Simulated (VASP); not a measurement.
# ScAl2 (R-3m) in VASP: notebook

The runs below take ScAl2 through single point, with PBEsol.

Program: VASP 6.6.1. These are calculated values, not measurements. Logs are shortened: lines on timing, memory, paths and dates and some standing lists are left out, and cuts for length are marked.

### 1 The cell of the first run

It takes space group R-3m (No. 166, trigonal). Conventional cell: a = 5.535 Å, b = 5.535 Å, c = 12.802 Å, α = 90.00°, β = 90.00°, γ = 120.00°. Within 4.1 Å of Sc (site symmetry 3m) lie 12 Al at 3.10 to 3.24 Å and 4 Sc at 3.22 to 3.36 Å. Within 3.5 Å of Al (site symmetry 2/m) lie 6 Al at 2.67 to 2.77 Å and 6 Sc at 3.10 to 3.20 Å. Al (site symmetry -3m) has 6 Al at 2.67 Å and 6 Sc at 3.24 Å within 3.5 Å.

### 2 Single point, PBEsol (biaxial strain in the a-b plane: +4.0 %, then relaxed in part)

The input, INCAR:

```
SYSTEM = ScAl2
PREC = Accurate
ENCUT = 520
EDIFF = 1E-6
ISMEAR = 0
SIGMA = 0.1
LREAL = .FALSE.
LASPH = .TRUE.
NELM = 80
ALGO = Fast
ISIF = 2
LWAVE = .FALSE.
LCHARG = .FALSE.
GGA = PS
NBANDS = 26
```

The input, KPOINTS:

```
regular mesh
0
G
  8 8 8
  0 0 0
```

The input, POSCAR:

```
ScAl2
1.0
    0.0000000000      3.9139385172      3.9139385172
    3.9139385172      0.0000000000      3.9139385172
    3.7682985972      3.7682985972      0.1456399200
Sc Al
2 4
Direct
    0.4992937580      0.4992937580      0.5021187259
    0.7507062420      0.7507062420      0.7478812741
    0.1250000000      0.1250000000      0.1250000000
    0.6250000000      0.1250000000      0.1250000000
    0.1250000000      0.6250000000      0.1250000000
    0.1250000000      0.1250000000      0.6250000000
```

Potentials or basis: VASP PAW PBE potentials, release 64 (Sc_sv, Al).

Command:

```
$ cat potpaw_PBE.64/Sc_sv/POTCAR potpaw_PBE.64/Al/POTCAR > POTCAR
$ mpirun -np 1 vasp_std > vasp.out
```

OUTCAR:

```text
SYSTEM = ScAl2
   PREC = Accurate
   ENCUT = 520
   EDIFF = 1E-6
   ISMEAR = 0
   LREAL = .FALSE.
   LASPH = .TRUE.
   NELM = 80
   ISIF = 2
   GGA = PS

 ion  position               nearest neighbor table
   1  0.499  0.499  0.502-   3 3.10   4 3.10   5 3.10   4 3.20   5 3.20   3 3.20   3 3.20   4 3.20
                             5 3.20   2 3.22   6 3.24   6 3.24   6 3.24   2 3.36   2 3.36   2 3.36
   2  0.751  0.751  0.748-   3 3.10   4 3.10   5 3.10   5 3.20   4 3.20   3 3.20   3 3.20   4 3.20
                             5 3.20   1 3.22   6 3.24   6 3.24   6 3.24   1 3.36   1 3.36   1 3.36
   3  0.125  0.125  0.125-   6 2.67   6 2.67   4 2.77   5 2.77   5 2.77   4 2.77   1 3.10   2 3.10
                             1 3.20   2 3.20   1 3.20   2 3.20
   4  0.625  0.125  0.125-   6 2.67   6 2.67   5 2.77   3 2.77   5 2.77   3 2.77   1 3.10   2 3.10
                             2 3.20   1 3.20   2 3.20   1 3.20
   5  0.125  0.625  0.125-   6 2.67   6 2.67   3 2.77   4 2.77   3 2.77   4 2.77   1 3.10   2 3.10
                             2 3.20   1 3.20   1 3.20   2 3.20
   6  0.125  0.125  0.625-   3 2.67   3 2.67   4 2.67   5 2.67   5 2.67   4 2.67   1 3.24   2 3.24
                             1 3.24   2 3.24   1 3.24   2 3.24

  LATTYP: Found a trigonal (rhomboedric) cell.
 ALAT       =     5.3311686919
 COS(alpha) =     0.4610069708

  Lattice vectors:

 A1 = (   3.7682985972,  -0.1456399200,  -3.7682985972)
 A2 = (  -0.1456399200,   3.7682985972,  -3.7682985972)
 A3 = (   3.7682985972,   3.7682985972,   0.1456399200)

Analysis of symmetry for initial positions (statically):
=====================================================================
 Subroutine PRICEL returns:
 Original cell was already a primitive cell.

 Routine SETGRP: Setting up the symmetry group for a
 trigonal (rhombohedral) supercell.

 Subroutine GETGRP returns: Found 12 space group operations
 (whereof  6 operations were pure point group operations)
 out of a pool of 12 trial point group operations.

The static configuration has the point symmetry C_3v.
 The point group associated with its full space group is D_3d.

Analysis of symmetry for dynamics (positions and initial velocities):
=====================================================================
 Subroutine PRICEL returns:
 Original cell was already a primitive cell.

 Routine SETGRP: Setting up the symmetry group for a
 trigonal (rhombohedral) supercell.

 Subroutine GETGRP returns: Found 12 space group operations
 (whereof  6 operations were pure point group operations)
 out of a pool of 12 trial point group operations.

The dynamic configuration has the point symmetry C_3v.
 The point group associated with its full space group is D_3d.

 Subroutine INISYM returns: Found 12 space group operations
 (whereof  6 operations are pure point group operations),
 and found     1 'primitive' translations

----------------------------------------------------------------------------------------

                                     Primitive cell

  volume of cell :     113.2214

  direct lattice vectors                    reciprocal lattice vectors
     0.000000000  3.913938517  3.913938517    -0.130265862  0.125231253  0.130265862
     3.913938517  0.000000000  3.913938517     0.125231253 -0.130265862  0.130265862
     3.768298597  3.768298597  0.145639920     0.135300471  0.135300471 -0.135300471

  length of vectors
     5.535144933  5.535144933  5.331168692     0.222758291  0.222758291  0.234347290

  position of ions in fractional coordinates (direct lattice)
     0.499293758  0.499293758  0.502118726
     0.750706242  0.750706242  0.747881274
     0.125000000  0.125000000  0.125000000
     0.625000000  0.125000000  0.125000000
     0.125000000  0.625000000  0.125000000
     0.125000000  0.125000000  0.625000000

  ion indices of the primitive-cell ions
   primitive index   ion index
                 1           1
                 2           2
                 3           3
                 4           4
                 5           5
                 6           6

----------------------------------------------------------------------------------------

 KPOINTS: regular mesh

Automatic generation of k-mesh.
 Grid dimensions read from file:
 generate k-points for:    8    8    8

 Generating k-lattice:

  Cartesian coordinates                     Fractional coordinates (reciprocal lattice)
    -0.016283233  0.015653907  0.016283233     0.125000000  0.000000000  0.000000000
     0.015653907 -0.016283233  0.016283233     0.000000000  0.125000000  0.000000000
     0.016912559  0.016912559 -0.016912559     0.000000000  0.000000000  0.125000000

  Length of vectors
     0.027844786  0.027844786  0.029293411

  Shift w.r.t. Gamma in fractional coordinates (k-lattice)
     0.000000000  0.000000000  0.000000000

 Subroutine IBZKPT returns following result:
 ===========================================

 Found     65 irreducible k-points:

 Following reciprocal coordinates:
            Coordinates               Weight
  0.000000  0.000000  0.000000      1.000000
  0.125000  0.000000  0.000000      6.000000
  0.250000  0.000000  0.000000      6.000000
  0.375000  0.000000  0.000000      6.000000
  0.500000  0.000000  0.000000      3.000000
  0.125000  0.125000  0.000000      6.000000
[... 16 lines left out ...]
  0.250000  0.000000  0.125000      6.000000
  0.375000  0.000000  0.125000      6.000000
 [... further k-points ...]
   k-points           NKPTS =     65   k-points in BZ     NKDIM =     65   number of bands    NBANDS=     26
   number of dos      NEDOS =    301   number of ions     NIONS =      6
   total plane-waves  NPLWV =  70560
   dimension x,y,z NGX =    42 NGY =   42 NGZ =   40
   dimension x,y,z NGXF=    84 NGYF=   84 NGZF=   80
   ions per type =               2   4
   NGX,Y,Z   is equivalent  to a cutoff of  12.61, 12.61, 12.47 a.u.
   NGXF,Y,Z  is equivalent  to a cutoff of  25.23, 25.23, 24.95 a.u.
 SYSTEM =  ScAl2
   PREC   = accura    normal or accurate (medium, high low for compatibility)
   ISTART =      0    job   : 0-new  1-cont  2-samecut
   ICHARG =      2    charge: 1-file 2-atom 10-const
   ISPIN  =      1    spin polarized calculation?
   LNONCOLLINEAR =      F non collinear calculations
   LSORBIT =      F    spin-orbit coupling
   LASPH  =      T    aspherical Exc in radial PAW
   ENCUT  =  520.0 eV  38.22 Ry    6.18 a.u.  10.29 10.29  9.91*2*pi/ulx,y,z
   NELM   =     80;   NELMIN=  2; NELMDL= -5     # of ELM steps
   EDIFF  = 0.1E-05   stopping-criterion for ELM
   LREAL  =      F    real-space projection
   EDIFFG = 0.1E-04   stopping-criterion for IOM
   NSW    =      0    number of steps for IOM
   IBRION =     -1    ionic relax: 0-MD 1-quasi-New 2-CG
   NFREE  =      0    steps in history (QN), initial steepest desc. (CG)
   ISIF   =      2    stress and relaxation
   ISYM   =      2    0-nonsym 1-usesym 2-fastsym
   POTIM  = 0.5000    time-step for ionic-motion
   TEBEG  =    0.0;   TEEND  =   0.0 temperature during run
   PSTRESS=    0.0 pullay stress
   NELECT =      34.0000    total number of electrons
   NUPDOWN=      -1.0000    fix difference up-down
   EMIN   =  10.00;   EMAX   =-10.00  energy-range for DOS
   EFERMI =   0.00;   METHOD = LEGACY
   ISMEAR =     0;   SIGMA  =   0.10  broadening in eV -4-tet -1-fermi 0-gaus
   EFERMI_NEDOS =   21; number of points for ismear=-14 and -15
   IALGO  =     68    algorithm
   IMIX   =      4    mixing-type and parameters
     AMIX     =   0.40;   BMIX     =  1.00
     AMIX_MAG =   1.60;   BMIX_MAG =  1.00
  volume/ion in A,a.u.               =      18.87       127.34
  Fermi-wavevector in a.u.,A,eV,Ry     =   1.096289  2.071685 16.352145  1.201849
  Thomas-Fermi vector in A             =   2.232628
   LORBIT       =      0    0 simple, 1 ext, 2 COOP (PROOUT), +10 PAW based schemes
   GGA     = PS    functional components
   LHFCALC =     F    Hartree Fock is set to
   AEXX    =    0.0000 exact exchange contribution
   IVDW    =     0    specifies the selected vdW correction
   LEPSILON=     F    determine dielectric tensor
   LRPA    =     F    only Hartree local field effects (RPA)
 non-spin polarized calculation
 RMM-DIIS sequential band-by-band and
 Gauss-broadening in eV      SIGMA  =   0.10
  energy-cutoff  :      520.00
  volume of cell :      113.22
 maximum number of plane-waves:      3062
 NGX is ok and might be reduce to    42
   NGX = 21   NGY = 21   NGZ = 19

 number of electron      34.0000003 magnetization

 Free energy of the ion-electron system (eV)
  ---------------------------------------------------
  ext. energy  EPLUGINS =         0.00000000
  ---------------------------------------------------
  free energy    TOTEN  =       -32.32093449 eV

  energy without entropy =      -32.29699994  energy(sigma->0) =      -32.30896722

 E-fermi :   6.0436     XC(G=0): -10.2125

 val. band max:        6.0393690247   @ k =  -0.3750   0.5000   0.2500
 cond. band min:       6.0462229957   @ k =  -0.2500   0.0000   0.1250
 fundamental gap:      0.0068539710
 Fermi energy:         6.0436138039

 k-point     1 :       0.0000    0.0000    0.0000
  band No.  band energies     occupation
      1     -43.2460      2.00000
      2     -43.2128      2.00000
      3     -22.0126      2.00000
      4     -21.9981      2.00000
      5     -21.9981      2.00000
      6     -21.9181      2.00000
[... 18 lines left out ...]
     25       9.3418      0.00000
     26       9.3687      0.00000

 k-point     2 :       0.1250    0.0000    0.0000
  band No.  band energies     occupation
      1     -43.2452      2.00000
      2     -43.2137      2.00000
      3     -22.0138      2.00000
      4     -21.9996      2.00000
      5     -21.9982      2.00000
      6     -21.9182      2.00000
[... 18 lines left out ...]
     25       9.1071      0.00000
     26       9.1419      0.00000

 k-point     3 :       0.2500    0.0000    0.0000
  band No.  band energies     occupation
      1     -43.2429      2.00000
      2     -43.2159      2.00000
      3     -22.0168      2.00000
      4     -22.0030      2.00000
      5     -21.9984      2.00000
      6     -21.9187      2.00000
[... 572 lines left out ...]
 k-point    23 :       0.2500    0.0000    0.1250
  band No.  band energies     occupation
      1     -43.2431      2.00000
      2     -43.2157      2.00000
      3     -22.0178      2.00000
      4     -22.0059      2.00000
      5     -21.9923      2.00000
      6     -21.9241      2.00000
[... 18 lines left out ...]
     25       8.9018      0.00000
     26       9.1110      0.00000

 k-point    24 :       0.3750    0.0000    0.1250
  band No.  band energies     occupation
      1     -43.2405      2.00000
      2     -43.2183      2.00000
      3     -22.0218      2.00000
      4     -22.0089      2.00000
      5     -21.9904      2.00000
      6     -21.9262      2.00000
[... 18 lines left out ...]
     25       8.9788      0.00000
     26       9.1807      0.00000

 [... further k-points ...]
[... 5 lines left out ...]
  --------------------------------------------------------------------------------------
  -------------------------------------------------------------------------------------
  Total       -3.1900820     -3.1900820     -3.1900820      1.6327724     -1.6327724     -1.6327724
  in kB      -45.1423057    -45.1423057    -45.1423057     23.1050832    -23.1050832    -23.1050832
  external PRESSURE =     -45.1423057 kB  Pullay stress =       0.0000000 kB

 VOLUME and BASIS-vectors are now :
 -----------------------------------------------------------------------------
  energy-cutoff  :      520.00
  volume of cell :      113.22
      direct lattice vectors                 reciprocal lattice vectors
     0.000000000  3.913938517  3.913938517    -0.130265862  0.125231253  0.130265862
     3.913938517  0.000000000  3.913938517     0.125231253 -0.130265862  0.130265862
     3.768298597  3.768298597  0.145639920     0.135300471  0.135300471 -0.135300471

 POSITION                                       TOTAL-FORCE (eV/Angst)
 -----------------------------------------------------------------------------------
      3.84634      3.84634      3.98154        -0.001592     -0.001592      0.001592
      5.75646      5.75646      5.98536         0.001592      0.001592     -0.001592
      0.96028      0.96028      0.99669        -0.000000     -0.000000     -0.000000
      0.96028      2.91725      2.95366        -0.000000     -0.000000     -0.000000
      2.91725      0.96028      2.95366        -0.000000     -0.000000     -0.000000
      2.84443      2.84443      1.06951        -0.000000     -0.000000     -0.000000
 -----------------------------------------------------------------------------------
    total drift:                                0.000000      0.000000      0.000000

  FREE ENERGIE OF THE ION-ELECTRON SYSTEM (eV)
  ---------------------------------------------------
  free  energy   TOTEN  =       -32.3209344883 eV

  energy  without entropy=      -32.2969999433  energy(sigma->0) =      -32.30896722
```

Wall time 3.6 min (1 thread of Intel Xeon Platinum 8559C (Emerald Rapids), shared host); peak memory 0.35 GiB.

What came out:

```
Free energy            : -32.3209 eV
Pressure               : -4.5 GPa
Band gap on the k mesh : zero (band 17 reaches 6.63 eV, above the bottom of band 18 at 4.43 eV)
```

Forces in eV/Å, atoms in the order of the input:
```
Sc  -0.002 -0.002  0.002
Sc   0.002  0.002 -0.002
Al   0.000  0.000  0.000
Al   0.000  0.000  0.000
Al   0.000  0.000  0.000
Al   0.000  0.000  0.000
```

Caveat: the cell differs from its parent crystal (biaxial strain in the a-b plane: +4.0 %, then relaxed in part); the PAW data sets were made with another functional, which shifts forces and pressure a little.

### 3 Single point, PBEsol (biaxial strain in the a-b plane: +6.0 %)

The input, INCAR:

```
PREC = Accurate
ENCUT = 520
EDIFF = 1E-6
ISMEAR = 0
SIGMA = 0.1
LREAL = F
LASPH = T
NELM = 60
ALGO = Fast
ISIF = 2
LWAVE = F
LCHARG = F
GGA = PS
NBANDS = 26
```

The input, KPOINTS:

```
Automatic mesh
0
Gamma
  8 8 8
```

POSCAR: that of step 2 with these lines changed.

```diff
@@ -2,5 +2,5 @@
 1.0
-    0.0000000000      3.9139385172      3.9139385172
-    3.9139385172      0.0000000000      3.9139385172
-    3.7682985972      3.7682985972      0.1456399200
+    0.0000000000      3.9892065657      3.9892065657
+    3.9892065657      0.0000000000      3.9892065657
+    3.7483488107      3.7483488107      0.2408577549
 Sc Al
```

Potentials or basis: VASP PAW PBE potentials, release 64 (Sc_sv, Al).

Command:

```
$ cat potpaw_PBE.64/Sc_sv/POTCAR potpaw_PBE.64/Al/POTCAR > POTCAR
$ mpirun -np 1 vasp_std > vasp.out
```

It took 4.1 min on 1 thread of Intel Xeon Platinum 8559C (Emerald Rapids), shared host; peak memory 0.35 GiB.

The run converged. Its results:

| Quantity | Value |
| --- | --- |
| Free energy | -32.0890 eV |
| Pressure | -5.4 GPa |
| Largest force | 0.009 eV/Å |
| Band gap on the k mesh | zero (band 17 reaches 6.37 eV, above the bottom of band 18 at 4.32 eV) |

Forces in eV/Å, atoms in the order of the input:
```
Sc   0.005  0.005 -0.005
Sc  -0.005 -0.005  0.005
Al   0.000  0.000  0.000
Al   0.000  0.000  0.000
Al   0.000  0.000  0.000
Al   0.000  0.000  0.000
```

Stress tensor (GPa, compression positive):
```
-5.36  3.76 -3.76
 3.76 -5.36 -3.76
-3.76 -3.76 -5.36
```

Levels at points of the mesh, in eV from the Fermi level:
| k point | band 15 | band 16 | band 17 | band 18 | band 19 | band 20 |
| --- | --- | --- | --- | --- | --- | --- |
| (0.00, 0.00, 0.00) | -2.04 | -1.89 | -1.58 | -1.58 | 0.28 | 1.90 |
| (0.50, 0.00, 0.00) | -1.44 | -0.33 | -0.31 | -0.01 | 1.30 | 1.42 |
| (0.50, 0.50, 0.00) | 0.17 | 0.27 | 0.48 | 0.52 | 0.66 | 0.93 |
| (0.00, 0.00, 0.50) | -1.93 | -0.46 | -0.05 | -0.05 | 1.64 | 1.64 |

Caveat: the cell differs from its parent crystal (biaxial strain in the a-b plane: +6.0 %); the PAW data sets were made with another functional, which shifts forces and pressure a little.
